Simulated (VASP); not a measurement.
# ZrMo2C2 (P6/mmm) in VASP: relaxation of cell and atoms with PBE

Aim: the relaxation of cell and atoms of ZrMo2C2 with PBE.

All numbers are computed with VASP 6.6.1; they aren't measurements. Logs are shortened: lines on timing, memory, paths and dates and some standing lists are left out, and cuts for length are marked.

### Step 1. The cell of the first run

It takes space group P6/mmm (No. 191, hexagonal). Conventional cell: a = 4.194 Å, b = 4.194 Å, c = 5.585 Å, α = 90.00°, β = 90.00°, γ = 120.00°. Zr (site symmetry 6/mmm) has 2 C at 2.12 Å within 2.8 Å. Mo (site symmetry -6m2) has 3 Mo at 2.42 Å and 6 C at 2.51 Å within 3.2 Å. Within 1.8 Å of C (site symmetry 6mm) lie 1 C at 1.35 Å.

The cell was built from a structure type or drawn by symmetry, and may not be a known phase.

### Step 2. Relaxation of cell and atoms, PBE

File INCAR:

```
SYSTEM = ZrMo2C2
ALGO     = Normal         ! electronic algorithm
EDIFF    = 1E-6           ! SCF threshold, eV
EDIFFG   = -0.01          ! ionic threshold
ENCUT    = 600            ! plane-wave cutoff, eV
GGA      = PE             ! functional
IBRION   = 2              ! ionic algorithm
ISIF     = 3              ! what is computed and relaxed
ISMEAR   = 0              ! smearing method
LASPH    = .TRUE.         ! aspherical terms in the spheres
LCHARG   = .FALSE.        ! write CHGCAR
LREAL    = .FALSE.        ! projectors in reciprocal space
LWAVE    = .FALSE.        ! write WAVECAR
NELM     = 80             ! most SCF steps
NSW      = 100            ! ionic steps
PREC     = Accurate       ! precision mode
SIGMA    = 0.1            ! smearing width, eV
```

File KPOINTS:

```
k-points
0
G
  12 12 8
  0 0 0
```

File POSCAR:

```
ZrMo2C2
1.0
    4.1937018030      0.0000000000      0.0000000000
   -2.0968509015      3.6318522973      0.0000000000
    0.0000000000      0.0000000000      5.5847442827
Zr Mo C
1 2 2
Direct
    0.0000000000      0.0000000000      0.0000000000
    0.3333333333      0.6666666667      0.5000000000
    0.6666666667      0.3333333333      0.5000000000
    0.0000000000      0.0000000000      0.6209942700
    0.0000000000      0.0000000000      0.3790057300
```

Potentials or basis: VASP PAW PBE potentials, release 64 (Zr_sv, Mo_sv, C).

On the command line:

```bash
$ cat potpaw_PBE.64/Zr_sv/POTCAR potpaw_PBE.64/Mo_sv/POTCAR potpaw_PBE.64/C/POTCAR > POTCAR
$ mpirun -np 1 vasp_std > vasp.out
```

OUTCAR:

```text
SYSTEM = ZrMo2C2
   EDIFF = 1E-6
   EDIFFG = -0.01
   ENCUT = 600
   GGA = PE
   IBRION = 2
   ISIF = 3
   ISMEAR = 0
   LASPH = .TRUE.
   LREAL = .FALSE.
   NELM = 80
   NSW = 100
   PREC = Accurate

 ion  position               nearest neighbor table
   1  0.000  0.000  0.000-   4 2.12   5 2.12   2 3.70   3 3.70   2 3.70   3 3.70   3 3.70   3 3.70
                             2 3.70   2 3.70   3 3.70   3 3.70   2 3.70   2 3.70
   2  0.333  0.667  0.500-   3 2.42   3 2.42   3 2.42   5 2.51   4 2.51   5 2.51   4 2.51   5 2.51
                             4 2.51   1 3.70   1 3.70   1 3.70   1 3.70   1 3.70   1 3.70
   3  0.667  0.333  0.500-   2 2.42   2 2.42   2 2.42   5 2.51   4 2.51   4 2.51   5 2.51   4 2.51
                             5 2.51   1 3.70   1 3.70   1 3.70   1 3.70   1 3.70   1 3.70
   4  0.000  0.000  0.621-   5 1.35   1 2.12   3 2.51   2 2.51   3 2.51   2 2.51   3 2.51   2 2.51

   5  0.000  0.000  0.379-   4 1.35   1 2.12   3 2.51   2 2.51   3 2.51   2 2.51   3 2.51   2 2.51

  LATTYP: Found a hexagonal cell.
 ALAT       =     4.1937018030
 C/A-ratio  =     1.3316979950

  Lattice vectors:

 A1 = (   4.1937018030,   0.0000000000,   0.0000000000)
 A2 = (  -2.0968509015,   3.6318522973,   0.0000000000)
 A3 = (   0.0000000000,   0.0000000000,   5.5847442827)

Analysis of symmetry for initial positions (statically):
=====================================================================
 Subroutine PRICEL returns:
 Original cell was already a primitive cell.

 Routine SETGRP: Setting up the symmetry group for a
 hexagonal supercell.

 Subroutine GETGRP returns: Found 24 space group operations
 (whereof 24 operations were pure point group operations)
 out of a pool of 24 trial point group operations.

The static configuration has the point symmetry D_6h.

Analysis of symmetry for dynamics (positions and initial velocities):
=====================================================================
 Subroutine PRICEL returns:
 Original cell was already a primitive cell.

 Routine SETGRP: Setting up the symmetry group for a
 hexagonal supercell.

 Subroutine GETGRP returns: Found 24 space group operations
 (whereof 24 operations were pure point group operations)
 out of a pool of 24 trial point group operations.

The dynamic configuration has the point symmetry D_6h.

 Subroutine INISYM returns: Found 24 space group operations
 (whereof 24 operations are pure point group operations),
 and found     1 'primitive' translations

----------------------------------------------------------------------------------------

                                     Primitive cell

  volume of cell :      85.0607

  direct lattice vectors                    reciprocal lattice vectors
     4.193701803  0.000000000  0.000000000     0.238452815  0.137670797  0.000000000
    -2.096850901  3.631852297  0.000000000     0.000000000  0.275341594  0.000000000
     0.000000000  0.000000000  5.584744283     0.000000000  0.000000000  0.179059228

  length of vectors
     4.193701803  4.193701803  5.584744283     0.275341594  0.275341594  0.179059228

  position of ions in fractional coordinates (direct lattice)
     0.000000000  0.000000000  0.000000000
     0.333333333  0.666666667  0.500000000
     0.666666667  0.333333333  0.500000000
     0.000000000  0.000000000  0.620994270
     0.000000000  0.000000000  0.379005730

  ion indices of the primitive-cell ions
   primitive index   ion index
                 1           1
                 2           2
                 3           3
                 4           4
                 5           5

----------------------------------------------------------------------------------------

 KPOINTS: k-points

Automatic generation of k-mesh.
 Grid dimensions read from file:
 generate k-points for:   12   12    8

 Generating k-lattice:

  Cartesian coordinates                     Fractional coordinates (reciprocal lattice)
     0.019871068  0.011472566  0.000000000     0.083333333 -0.000000000  0.000000000
     0.000000000  0.022945133  0.000000000     0.000000000  0.083333333  0.000000000
     0.000000000  0.000000000  0.022382404     0.000000000  0.000000000  0.125000000

  Length of vectors
     0.022945133  0.022945133  0.022382404

  Shift w.r.t. Gamma in fractional coordinates (k-lattice)
     0.000000000  0.000000000  0.000000000

 Subroutine IBZKPT returns following result:
 ===========================================

 Found     95 irreducible k-points:

 Following reciprocal coordinates:
            Coordinates               Weight
  0.000000  0.000000  0.000000      1.000000
  0.083333  0.000000  0.000000      6.000000
  0.166667  0.000000  0.000000      6.000000
  0.250000  0.000000  0.000000      6.000000
  0.333333  0.000000  0.000000      6.000000
  0.416667  0.000000  0.000000      6.000000
[... 16 lines left out ...]
  0.250000  0.000000  0.125000     12.000000
  0.333333  0.000000  0.125000     12.000000
 [... further k-points ...]
   k-points           NKPTS =     95   k-points in BZ     NKDIM =     95   number of bands    NBANDS=     28
   number of dos      NEDOS =    301   number of ions     NIONS =      5
   total plane-waves  NPLWV =  62208
   dimension x,y,z NGX =    36 NGY =   36 NGZ =   48
   dimension x,y,z NGXF=    72 NGYF=   72 NGZF=   96
   ions per type =               1   2   2
   NGX,Y,Z   is equivalent  to a cutoff of  14.27, 14.27, 14.29 a.u.
   NGXF,Y,Z  is equivalent  to a cutoff of  28.54, 28.54, 28.58 a.u.
 SYSTEM =  ZrMo2C2
   PREC   = accura    normal or accurate (medium, high low for compatibility)
   ISTART =      0    job   : 0-new  1-cont  2-samecut
   ICHARG =      2    charge: 1-file 2-atom 10-const
   ISPIN  =      1    spin polarized calculation?
   LNONCOLLINEAR =      F non collinear calculations
   LSORBIT =      F    spin-orbit coupling
   LASPH  =      T    aspherical Exc in radial PAW
   ENCUT  =  600.0 eV  44.10 Ry    6.64 a.u.   8.38  8.38 11.15*2*pi/ulx,y,z
   NELM   =     80;   NELMIN=  2; NELMDL= -5     # of ELM steps
   EDIFF  = 0.1E-05   stopping-criterion for ELM
   LREAL  =      F    real-space projection
   EDIFFG = -.1E-01   stopping-criterion for IOM
   NSW    =    100    number of steps for IOM
   IBRION =      2    ionic relax: 0-MD 1-quasi-New 2-CG
   NFREE  =      1    steps in history (QN), initial steepest desc. (CG)
   ISIF   =      3    stress and relaxation
   ISYM   =      2    0-nonsym 1-usesym 2-fastsym
   POTIM  = 0.5000    time-step for ionic-motion
   TEBEG  =    0.0;   TEEND  =   0.0 temperature during run
   PSTRESS=    0.0 pullay stress
   NELECT =      48.0000    total number of electrons
   NUPDOWN=      -1.0000    fix difference up-down
   EMIN   =  10.00;   EMAX   =-10.00  energy-range for DOS
   EFERMI =   0.00;   METHOD = LEGACY
   ISMEAR =     0;   SIGMA  =   0.10  broadening in eV -4-tet -1-fermi 0-gaus
   EFERMI_NEDOS =   21; number of points for ismear=-14 and -15
   IALGO  =     38    algorithm
   IMIX   =      4    mixing-type and parameters
     AMIX     =   0.40;   BMIX     =  1.00
     AMIX_MAG =   1.60;   BMIX_MAG =  1.00
  volume/ion in A,a.u.               =      17.01       114.80
  Fermi-wavevector in a.u.,A,eV,Ry     =   1.352837  2.556492 24.900958  1.830169
  Thomas-Fermi vector in A             =   2.480143
   LORBIT       =      0    0 simple, 1 ext, 2 COOP (PROOUT), +10 PAW based schemes
   GGA     = PE    functional components
   LHFCALC =     F    Hartree Fock is set to
   AEXX    =    0.0000 exact exchange contribution
   IVDW    =     0    specifies the selected vdW correction
   LEPSILON=     F    determine dielectric tensor
   LRPA    =     F    only Hartree local field effects (RPA)
 conjugate gradient relaxation of ions
 non-spin polarized calculation
 Gauss-broadening in eV      SIGMA  =   0.10
  energy-cutoff  :      600.00
  volume of cell :       85.06
 maximum number of plane-waves:      2890
 NGX is ok and might be reduce to    36
   NGX = 17   NGY = 17   NGZ = 23

--------------------------------------- Ionic step        1  -------------------------------------------

 number of electron      48.0000000 magnetization

 Free energy of the ion-electron system (eV)
  ---------------------------------------------------
  ext. energy  EPLUGINS =         0.00000000
  ---------------------------------------------------
  free energy    TOTEN  =       -44.35842727 eV

  energy without entropy =      -44.33967215  energy(sigma->0) =      -44.34904971

------------------------ aborting loop because EDIFF is reached ----------------------------------------

  FORCE on cell =-STRESS in cart. coord.  units (eV):
  Direction    XX          YY          ZZ          XY          YZ          ZX
  --------------------------------------------------------------------------------------
  -------------------------------------------------------------------------------------
  Total       -0.0687776     -0.0687776      0.2768184      0.0000000      0.0000000      0.0000000
  in kB       -1.2954733     -1.2954733      5.2140658      0.0000000      0.0000000      0.0000000
  external PRESSURE =       0.8743731 kB  Pullay stress =       0.0000000 kB
[... 141 lines left out ...]
  energy  without entropy=      -44.3397084661  energy(sigma->0) =      -44.34910593

--------------------------------------- Ionic step        5  -------------------------------------------

 number of electron      48.0000001 magnetization

 Free energy of the ion-electron system (eV)
  ---------------------------------------------------
  ext. energy  EPLUGINS =         0.00000000
  ---------------------------------------------------
  free energy    TOTEN  =       -44.35859992 eV

  energy without entropy =      -44.33979564  energy(sigma->0) =      -44.34919778

 E-fermi :   7.6927     XC(G=0): -10.9841

 val. band max:        7.6924178595   @ k =   0.4167   0.1667   0.5000
 cond. band min:       7.6949564232   @ k =   0.5000   0.0000   0.2500
 fundamental gap:      0.0025385638
 Fermi energy:         7.6926933891

 k-point     1 :       0.0000    0.0000    0.0000
  band No.  band energies     occupation
      1     -53.3361      2.00000
      2     -52.7264      2.00000
      3     -41.9394      2.00000
      4     -28.0435      2.00000
      5     -28.0435      2.00000
      6     -27.4661      2.00000
[... 733 lines left out ...]
     27       9.2691      0.00000
     28       9.4222      0.00000

 [... further k-points ...]
[... 5 lines left out ...]
  --------------------------------------------------------------------------------------
  -------------------------------------------------------------------------------------
  Total       -0.0014914     -0.0014914     -0.0116137      0.0000000      0.0000000      0.0000000
  in kB       -0.0280801     -0.0280801     -0.2186618      0.0000000      0.0000000      0.0000000
  external PRESSURE =      -0.0916073 kB  Pullay stress =       0.0000000 kB
[... 20 lines left out ...]
  FREE ENERGIE OF THE ION-ELECTRON SYSTEM (eV)
  ---------------------------------------------------
  free  energy   TOTEN  =       -44.3585999194 eV

  energy  without entropy=      -44.3397956435  energy(sigma->0) =      -44.34919778

 reached required accuracy - stopping structural energy minimisation
```

It took 6.2 min on 1 thread of Intel Xeon 6975P-C (Granite Rapids), shared host; peak memory 0.45 GiB.

What came out:

- Free energy: -44.3586 eV
- Relaxed volume: 17.02 Å³/atom
- Relaxed cell: a = 4.192 Å, b = 4.192 Å, c = 5.591 Å, α = 90.00°, β = 90.00°, γ = 120.00°
- Space group after relaxing (to 0.1 Å): P6/mmm (No. 191)
- Energy gained by relaxing: 0.0 meV/atom
- Ionic steps: 5
- Pressure after relaxing: 0.0 GPa
- Band gap on the k mesh: zero (bands 24 and 25 overlap by 1.56 eV)

The path:
| step | energy change (eV) | largest force (eV/Å) | pressure (GPa) | volume (Å³) |
| --- | --- | --- | --- | --- |
| 1 | 0.0000 | 0.0069 | 0.09 | 85.06 |
| 2 | 0.0002 | 0.0857 | -0.23 | 85.17 |
| 3 | -0.0002 | 0.0302 | -0.04 | 85.11 |
| 4 | -0.0001 | 0.0898 | 0.07 | 85.07 |
| 5 | -0.0002 | 0.0019 | -0.01 | 85.10 |

Final structure:
```yaml
crystal:
  lattice:
    - [4.19226, 0.00000, 0.00000]
    - [-2.09613, 3.63060, 0.00000]
    - [0.00000, 0.00000, 5.59091]
  atoms:
    - { symbol: Zr, position: [0.00000, 0.00000, 0.00000] }
    - { symbol: Mo, position: [0.33333, 0.66667, 0.50000] }
    - { symbol: Mo, position: [0.66667, 0.33333, 0.50000] }
    - { symbol: C, position: [0.00000, 0.00000, 0.62096] }
    - { symbol: C, position: [0.00000, 0.00000, 0.37904] }
```
